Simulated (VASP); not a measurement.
Here is a VASP 6.6.1 calculation.

INCAR

```
PREC = Accurate
ENCUT = 520
EDIFF = 1E-6
ISMEAR = -1
SIGMA = 0.05
LREAL = F
LASPH = T
NELM = 100
ALGO = Normal
ISIF = 2
LWAVE = F
LCHARG = T
LELF = T
LVHAR = T
NBANDS = 31
```

KPOINTS

```
regular mesh
0
Gamma
  4 4 6
```

File POSCAR:

```
HfO2
1.0
    4.8135330000      0.0000000000      0.0000000000
    0.0000000000      4.8135330000      0.0000000000
    0.0000000000      0.0000000000      3.2054150000
Hf O
2 4
Direct
    0.0000000000      0.0000000000      0.0000000000
    0.5000000000      0.5000000000      0.5000000000
    0.1949550000      0.8050450000      0.5000000000
    0.3050450000      0.3050450000      0.0000000000
    0.6949550000      0.6949550000      0.0000000000
    0.8050450000      0.1949550000      0.5000000000
```

Potentials or basis: VASP PAW LDA potentials, release 64 (Hf_pv, O).

Command:

```bash
$ cat potpaw_LDA.64/Hf_pv/POTCAR potpaw_LDA.64/O/POTCAR > POTCAR
$ mpirun -np 1 vasp_std > vasp.out
```

Question: What does it give for the largest force?

Answer: 0.078 eV/Å.

Question: Predict the pressure.

Answer: -6.0 GPa.

Question: Predict the band gap on the k mesh.

Answer: 3.77 eV, direct.

Forces on the atoms (eV/Å):
```
Hf   0.000  0.000  0.000
Hf   0.000  0.000  0.000
O   -0.055  0.055  0.000
O    0.055  0.055  0.000
O   -0.055 -0.055  0.000
O    0.055 -0.055  0.000
```

Caveat: spin-orbit coupling is left out, which moves the levels of the heavy elements. A hybrid or GW would open this gap; LDA tends to underestimate it.
